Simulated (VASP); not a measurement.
A run of VASP 6.6.1:

INCAR

```
PREC = Accurate ; ENCUT = 500
EDIFF = 1E-6 ; ISMEAR = -1
SIGMA = 0.02 ; LREAL = F
LASPH = T ; NELM = 120
ALGO = Normal ; ISIF = 2
LWAVE = F ; LCHARG = F
GGA = PE ; NBANDS = 17
GGA_COMPAT = F
```

The input KPOINTS:

```
regular mesh
0
Gamma
  8 8 8
```

The input POSCAR:

```
TlCl
1.0
    3.8998656106      0.0000000000      0.0000000000
    0.0000000000      3.8998656106      0.0000000000
    0.0000000000      0.0000000000      3.8998656106
Tl Cl
1 1
Direct
    0.0000000000      0.0000000000      0.0000000000
    0.5000000000      0.5000000000      0.5000000000
```

Potentials or basis: VASP PAW PBE potentials, release 64 (Tl_d, Cl).

Command:

```sh
$ cat potpaw_PBE.64/Tl_d/POTCAR potpaw_PBE.64/Cl/POTCAR > POTCAR
$ mpirun -np 1 vasp_std > vasp.out
```

Hardware: 1 thread of Intel(R) Xeon(R) 6975P-C (Granite Rapids), with other jobs on the host.

Estimate the wall time of this run.

It took 12 s on 1 thread of Intel(R) Xeon(R) 6975P-C (Granite Rapids), with other jobs on the host, peak memory 0.17 GiB. Counts: scf iterations 12, k points 35.
